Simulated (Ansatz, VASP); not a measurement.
## One calculation of WSe4, two programs

File INCAR:

```
SYSTEM = WSe4
ALGO = Normal
EDIFF = 1E-6
ENCUT = 520
GGA = PE
ISIF = 2
ISMEAR = 0
ISPIN = 2
LASPH = .TRUE.
LCHARG = .FALSE.
LMAXMIX = 4
LORBIT = 11
LREAL = .FALSE.
LWAVE = .FALSE.
MAGMOM = -0.08 1.49 0.13 0.13 0.13
NBANDS = 31
NELM = 150
PREC = Accurate
SIGMA = 0.1
```

Contents of KPOINTS:

```
k-points
0
G
  4 4 4
  0 0 0
```

The input POSCAR:

```
WSe4
1.0
    5.3808545000      0.0000000000      0.0000000000
    0.0000000000      5.3808545000      0.0000000000
    0.0000000000      0.0000000000      5.3808545000
W Se
1 4
Direct
    0.5000000000      0.5000000000      0.5000000000
    0.0000000000      0.0000000000      0.0000000000
    0.0000000000      0.5000000000      0.5000000000
    0.5000000000      0.0000000000      0.5000000000
    0.5000000000      0.5000000000      0.0000000000
```

Input for Ansatz:

```yaml
crystal:
  lattice:
    - [5.3808545, 0.0, 0.0]
    - [0.0, 5.3808545, 0.0]
    - [0.0, 0.0, 5.3808545]
  atoms:
    - { symbol: W, position: [0.5, 0.5, 0.5] }
    - { symbol: Se, position: [0.0, 0.0, 0.0] }
    - { symbol: Se, position: [0.0, 0.5, 0.5] }
    - { symbol: Se, position: [0.5, 0.0, 0.5] }
    - { symbol: Se, position: [0.5, 0.5, 0.0] }
basis:
  ecutwfc: 420
kpoints:
  mp_grid: { grid: [4, 4, 4] }
hamiltonian:
  xc: pbe
scf:
  occupations: { method: gaussian, width: 0.1 }
  lower_state_search: "off"
output:
  forces: true
  stress: true
  eigenvalues: true
  populations: true
magnetization:
  spin_polarized: true
```

Alike in both runs: task single point; functional PBE; k mesh 4 × 4 × 4; occupations gaussian, width 0.1 eV; collinear spin.

|  | VASP | Ansatz |
| --- | --- | --- |
| version | VASP 6.6.1 | Ansatz 0.2.0 |
| potentials or method | VASP PAW PBE potentials, release 64 (W_sv, Se), cutoff 520 eV | scalar-relativistic, plane waves, PAW |
| valence electrons in the cell | 38 | 78 |

```csv
,VASP,Ansatz,Ansatz less VASP
gap on the k mesh at the Fermi level (eV),none,none,-
pressure (GPa),-11.5,-11.6,-0.02
net moment per atom (μB),0.37,0.38,+0.003
size of the moment on the site where the two differ most (μB),0.88,1.35,+0.474
```

Site moments also hang on the region over which each program counts them. A gap of «none» marks a metal or a gap that the smearing closes. VASP's potentials hold 38 valence electrons a cell and Ansatz's 78, so a difference there can come from the potentials and not from the codes. Ansatz's warnings: no starting moments.

Spin-orbit coupling is off throughout.
